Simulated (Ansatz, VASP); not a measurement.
# Two plane-wave programs on Ga

```
CELL_PARAMETERS angstrom
2.71794 0.00000 0.00000
0.00000 2.71794 0.00000
0.00000 0.00000 2.71794
ATOMIC_POSITIONS crystal
Ga 0.00000 0.00000 0.00000
```

Alike in both runs: task single point; functional PBEsol; k mesh 6 × 6 × 6; occupations gaussian, width 0.1 eV; no spin polarisation.

```csv
,VASP,Ansatz
version,VASP 6.6.1,Ansatz 0.2.0
potentials or method,"VASP PAW PBE potentials, release 64 (Ga_d), cutoff 500 eV","scalar-relativistic, plane waves, PAW"
valence electrons in the cell,13,13
```

```tsv
	VASP	Ansatz	Ansatz less VASP
gap on the k mesh at the Fermi level (eV)	none	none	-
pressure (GPa)	-2.8	-2.8	-0.02
```

VASP's potentials were made for PBE, not for PBEsol. A gap of «none» marks a metal or a gap that the smearing closes.

The k mesh is coarse, so the values compare programs but aren't converged.
